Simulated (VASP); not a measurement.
PbF2, 3 atoms in the cell. Symmetry: Fm-3m, No. 225, cubic system. Conventional cell: a = 5.892 Å, b = 5.892 Å, c = 5.892 Å, α = 90.00°, β = 90.00°, γ = 90.00°. Within 3.4 Å of Pb (site symmetry m-3m) lie 8 F at 2.55 Å. F (site symmetry -43m) has 4 Pb at 2.55 Å and 6 F at 2.95 Å within 3.4 Å. 

| Quantity | Value |
| --- | --- |
| Program | VASP 6.6.1 |
| Task | single point |
| Functional | PBE |
| Potentials or basis | VASP PAW PBE potentials, release 64 (Pb_d, F) |
| Cutoff | 600 eV |
| k mesh | 4 × 4 × 4 |
| Occupations | gaussian, width 0.01 eV |
| Spin | no spin polarisation |
| Dipole correction | no |
| Further INCAR settings | ALGO = Normal; EDIFF = 1e-06; NBANDS = 21 |

Potentials or basis: VASP PAW PBE potentials, release 64 (Pb_d, F).

Launch:

```console
$ cat potpaw_PBE.64/Pb_d/POTCAR potpaw_PBE.64/F/POTCAR > POTCAR
$ mpirun -np 1 vasp_std > vasp.out
```

Hardware: 1 thread of Intel(R) Xeon(R) 6975P-C (Granite Rapids) (shared host).

How long does it take, and how much memory?

Wall time 5.9 s on 1 thread of Intel(R) Xeon(R) 6975P-C (Granite Rapids), with other jobs on the host, peak memory 0.2 GiB. Counts: scf iterations 13, k points 8.
